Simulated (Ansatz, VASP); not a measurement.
ReSb: VASP beside Ansatz

INCAR

```
SYSTEM = ReSb
PREC = Accurate
ENCUT = 520
EDIFF = 1E-6
ISMEAR = 0
SIGMA = 0.05
LREAL = .FALSE.
LASPH = .TRUE.
NELM = 80
ALGO = Normal
ISIF = 2
LWAVE = .FALSE.
LCHARG = .FALSE.
GGA = PS
NBANDS = 13
```

The input KPOINTS:

```
regular mesh
0
G
  10 10 10
  0 0 0
```

File POSCAR:

```
ReSb
1.0
    0.0000000000      2.9246608495      2.9246608495
    2.9246608495      0.0000000000      2.9246608495
    2.9246608495      2.9246608495      0.0000000000
Re Sb
1 1
Direct
    0.0000000000      0.0000000000      0.0000000000
    0.2500000000      0.2500000000      0.2500000000
```

Input for Ansatz:

```yaml
crystal:
  lattice:
    - [0.0, 2.9246608495, 2.9246608495]
    - [2.9246608495, 0.0, 2.9246608495]
    - [2.9246608495, 2.9246608495, 0.0]
  atoms:
    - { symbol: Re, position: [0.0, 0.0, 0.0] }
    - { symbol: Sb, position: [0.25, 0.25, 0.25] }
basis:
  ecutwfc: 420
  ecutrho_ratio: 4
kpoints:
  mp_grid: { grid: [10, 10, 10] }
hamiltonian:
  xc: pbesol
scf:
  occupations: { method: gaussian, width: 0.05 }
output:
  forces: true
  stress: true
  eigenvalues: true
```

Alike in both runs: task single point; functional PBEsol; k mesh 10 × 10 × 10; occupations gaussian, width 0.05 eV; no spin polarisation.

```csv
,VASP,Ansatz
version,VASP 6.6.1,Ansatz 0.2.0
potentials or method,"VASP PAW PBE potentials, release 64 (Re, Sb), cutoff 520 eV","scalar-relativistic, plane waves, PAW"
valence electrons in the cell,12,30
```

|  | VASP | Ansatz | Ansatz less VASP |
| --- | --- | --- | --- |
| gap on the k mesh at the Fermi level (eV) | none | none | - |
| pressure (GPa) | 6.5 | 6.3 | -0.15 |

VASP's potentials were made for PBE, not for PBEsol. A gap of «none» marks a metal or a gap that the smearing closes. VASP's potentials hold 12 valence electrons a cell and Ansatz's 30, so a difference there can come from the potentials and not from the codes.

Neither program's run includes spin-orbit coupling.
